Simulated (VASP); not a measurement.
MoPd:

```
Mo Pd
1.0
     2.79390    0.00000    0.00000
    -1.39695    2.41959    0.00000
     0.00000    0.00000    4.56637
Mo Pd
1 1
Direct
  0.66667 0.33333 0.50000
  0.33333 0.66667 0.00000
```

```yaml
Program: VASP 6.6.1
Task: relaxation of cell and atoms
Functional: LDA
Potentials_or_basis: VASP PAW LDA potentials, release 64 (Mo_sv, Pd_sv_GW)
Cutoff: 630 eV
k_mesh: 9 × 9 × 5
Occupations: fermi-dirac, width 0.1 eV
Spin: no spin polarisation
```

At the start: pressure -14.6 GPa; volume 15.43 Å³/atom.

Q: Where does the relaxation end?

A: Over 6 steps the energy falls by 45.8 meV/atom and the volume is 14.48 Å³/atom (-6.2 %); space group P-6m2 (No. 187, to 0.1 Å) before and after.

The path:
| step | energy change (eV) | largest force (eV/Å) | pressure (GPa) | volume (Å³) |
| --- | --- | --- | --- | --- |
| 1 | 0.0000 | 0.0000 | -14.61 | 30.87 |
| 2 | 0.5124 | 0.0000 | 55.63 | 25.00 |
| 3 | -0.0910 | 0.0000 | -0.87 | 29.08 |
| 4 | -0.0913 | 0.0000 | -0.18 | 29.00 |
| 5 | -0.0913 | 0.0000 | 0.17 | 28.97 |
| 6 | -0.0916 | 0.0000 | 0.14 | 28.97 |

Final structure:
```xyz
2
Lattice="2.7294 0.0000 0.0000 -1.3647 2.3637 0.0000 0.0000 0.0000 4.4902" Properties=species:S:1:pos:R:3 pbc="T T T"
Mo    1.3647    0.7879    2.2451
Pd    0.0000    1.5758    0.0000
```
